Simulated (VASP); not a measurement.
## B4MoRu: single point with PBE

The system is B4MoRu.

```
B Mo Ru
1.0
     4.05279   -3.95519    0.00000
     4.05279    3.95519    0.00000
     0.00000    0.00000    2.49365
B Mo Ru
4 1 1
Direct
  0.76491 0.76491 0.00000
  0.71876 0.28124 0.50000
  0.23509 0.23509 0.00000
  0.28124 0.71876 0.50000
  0.00000 0.00000 0.50000
  0.50000 0.50000 0.00000
```

| Quantity | Value |
| --- | --- |
| Program | VASP 6.6.1 |
| Task | single point |
| Functional | PBE |
| Potentials or basis | VASP PAW PBE potentials, release 64 (B, Mo_sv, Ru_pv) |
| Cutoff | 520 eV |
| k mesh | 4 × 4 × 6 |
| Occupations | gaussian, width 0.1 eV |
| Spin | no spin polarisation |

```
Pressure               : 0.0 GPa
Largest force          : 0.022 eV/Å
Band gap on the k mesh : zero (band 20 reaches 5.64 eV, above the bottom of band 21 at 5.33 eV)
```

Forces on the atoms (eV/Å):
```
B   -0.022  0.000  0.000
B    0.000  0.022  0.000
B    0.022  0.000  0.000
B    0.000 -0.022  0.000
Mo   0.000  0.000  0.000
Ru   0.000  0.000  0.000
```

Stress tensor (GPa, compression positive):
```
 0.20  0.00  0.00
 0.00 -0.31  0.00
 0.00  0.00  0.14
```

Levels at points of the mesh, in eV from the Fermi level:
```csv
k point,band 16,band 17,band 18,band 19,band 20,band 21,band 22,band 23,band 24,band 25
"(0.00, 0.00, 0.00)",-2.53,-1.53,-1.26,-1.15,-0.62,0.33,2.32,3.13,3.17,3.32
"(0.50, 0.00, 0.00)",-2.40,-1.82,-1.37,-1.10,-0.61,0.36,2.24,2.28,3.05,3.16
"(0.50, 0.50, 0.00)",-2.47,-2.22,-0.63,-0.17,0.08,0.33,1.05,1.33,2.32,3.16
"(0.00, 0.00, 0.50)",-1.80,-0.64,-0.58,-0.32,-0.22,-0.09,-0.09,0.06,3.06,3.69
"(0.50, 0.00, 0.50)",-2.11,-2.01,-1.48,-1.42,-1.05,0.20,1.51,1.70,2.84,3.03
"(0.50, 0.50, 0.50)",-1.54,-1.07,-0.90,-0.43,-0.39,-0.13,0.28,0.36,3.61,3.65
```

It took 30 s on 1 thread of Intel(R) Xeon(R) 6975P-C (Granite Rapids), with other jobs on the host, peak memory 0.21 GiB.

Caveat: the k points lie up to 0.42 Å⁻¹ apart.
